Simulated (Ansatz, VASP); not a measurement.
# Al2Pt: VASP beside Ansatz

File INCAR:

```
SYSTEM = Al2Pt
PREC = Accurate
ENCUT = 520
EDIFF = 1E-7
ISMEAR = 0
SIGMA = 0.1
LREAL = .False.
LASPH = .True.
NELM = 60
ALGO = Fast
ISIF = 2
LWAVE = .False.
LCHARG = .True.
GGA = PE
LELF = .True.
LVHAR = .True.
NBANDS = 15
```

File KPOINTS:

```
Automatic mesh
0
Gamma
  12 12 12
  0 0 0
```

Contents of POSCAR:

```
Al2Pt
1.0
    0.0025117500      2.8242117000      2.8315992000
    2.8640746500     -0.0166662000      2.8507771500
    2.8577805000      2.8370955000     -0.0103720500
Al Pt
2 1
Direct
    0.2161708968      0.2314906937      0.3203705584
    0.8290659898      0.7406294416      0.7089610829
   -0.0452368866      0.0278798646     -0.0293316413
```

Input for Ansatz:

```yaml
crystal:
  lattice:
    - [0.00251175, 2.8242117, 2.8315992]
    - [2.86407465, -0.0166662, 2.85077715]
    - [2.8577805, 2.8370955, -0.01037205]
  atoms:
    - { symbol: Al, position: [0.2161708968, 0.2314906937, 0.3203705584] }
    - { symbol: Al, position: [0.8290659898, 0.7406294416, 0.7089610829] }
    - { symbol: Pt, position: [-0.0452368866, 0.0278798646, -0.0293316413] }
basis:
  ecutwfc: 420
kpoints:
  mp_grid: { grid: [12, 12, 12] }
hamiltonian:
  xc: pbe
scf:
  occupations: { method: gaussian, width: 0.1 }
output:
  forces: true
  stress: true
  eigenvalues: true
```

Change from the starting cell: all atoms moved at random, cell strained at random.

Alike in both runs: task single point; functional PBE; k mesh 12 × 12 × 12; occupations gaussian, width 0.1 eV; no spin polarisation.

|  | VASP | Ansatz |
| --- | --- | --- |
| version | VASP 6.6.1 | Ansatz 0.2.0 |
| potentials or method | VASP PAW PBE potentials, release 64 (Al, Pt), cutoff 520 eV | scalar-relativistic, plane waves, PAW |
| valence electrons in the cell | 16 | 24 |

```csv
,VASP,Ansatz,Ansatz less VASP
gap on the k mesh at the Fermi level (eV),none,none,-
pressure (GPa),34.5,34.6,+0.19
"traceless stress, the component that is largest in VASP (GPa)",17.09,17.12,+0.031
rms of the force components (eV/Å),2.731,2.735,+0.0044
```

Atom by atom the forces differ by 0.006 eV/Å (rms over components). A gap of «none» marks a metal or a gap that the smearing closes. Both programs put the cell under a high pressure, so it lies far from rest at this level. VASP's potentials hold 16 valence electrons a cell and Ansatz's 24, so a difference there can come from the potentials and not from the codes.

Neither program's run includes spin-orbit coupling.
